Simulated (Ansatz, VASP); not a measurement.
# One calculation of Sn3Te, two programs

The input INCAR:

```
SYSTEM = Sn3Te
PREC = Accurate ; ENCUT = 520
EDIFF = 1E-7 ; ISMEAR = -1
SIGMA = 0.05 ; LREAL = .False.
LASPH = .True. ; NELM = 100
ALGO = Fast ; ISIF = 2
LWAVE = .False. ; LCHARG = .False.
GGA = PS ; NBANDS = 32
```

Contents of KPOINTS:

```
Automatic mesh
0
Gamma
  8 8 8
  0 0 0
```

POSCAR

```
Sn3Te
1.0
   -2.3009040000      2.3009040000      5.5164940000
    2.3009040000     -2.3009040000      5.5164940000
    2.3009040000      2.3009040000     -5.5164940000
Te Sn
1 3
Direct
    0.0000000000      0.0000000000      0.0000000000
    0.5000000000      0.5000000000      0.0000000000
    0.2500000000      0.7500000000      0.5000000000
    0.7500000000      0.2500000000      0.5000000000
```

The input input.yaml:

```yaml
crystal:
  lattice:
    - [-2.300904, 2.300904, 5.516494]
    - [2.300904, -2.300904, 5.516494]
    - [2.300904, 2.300904, -5.516494]
  atoms:
    - { symbol: Te, position: [0.0, 0.0, 0.0] }
    - { symbol: Sn, position: [0.5, 0.5, 0.0] }
    - { symbol: Sn, position: [0.25, 0.75, 0.5] }
    - { symbol: Sn, position: [0.75, 0.25, 0.5] }
kpoints:
  mp_grid: { grid: [8, 8, 8] }
  band_path:
    path:
      - [0.0, 0.0, 0.0]
      - [0.5, -0.5, 0.0]
      - [0.5, -0.5, 0.0869842658]
      - [0.2934921329, -0.2934921329, 0.2934921329]
      - [0.0, 0.0, 0.0]
      - [0.5, 0.5, -0.5]
      - [0.7065078671, 0.2934921329, -0.2934921329]
      - [0.5, 0.0, 0.0]
    npoints: 12
scf:
  occupations: { method: fermi_dirac, width: 0.05 }
hamiltonian:
  xc: pbesol
  pseudopotentials: { kind: all_electron, lapw: { basis_error: 0.002 } }
output:
  forces: true
  stress: true
  eigenvalues: true
```

Alike in both runs: functional PBEsol; k mesh 8 × 8 × 8; occupations fermi-dirac, width 0.05 eV; no spin polarisation.

|  | VASP | Ansatz |
| --- | --- | --- |
| version | VASP 6.6.1 | Ansatz 0.2.0 |
| potentials or method | VASP PAW PBE potentials, release 64 (Te, Sn_d), cutoff 520 eV | all-electron LAPW, scalar-relativistic |
| task | single point | band structure |

VASP gave:

```
gap on the k mesh at the Fermi level (eV)                     : none
pressure (GPa)                                                : -3.1
traceless stress, the component that is largest in VASP (GPa) : -0.08
```

**Question.** What did Ansatz give for the same quantities?

**Answer.** gap on the k mesh at the Fermi level (eV): none; pressure (GPa): -3.0; traceless stress, the component that is largest in VASP (GPa): -0.07.

VASP's potentials were made for PBE, not for PBEsol. A gap of «none» marks a metal or a gap that the smearing closes. Ansatz ran all-electron here, and VASP with PAW potentials.

Neither program's run includes spin-orbit coupling.
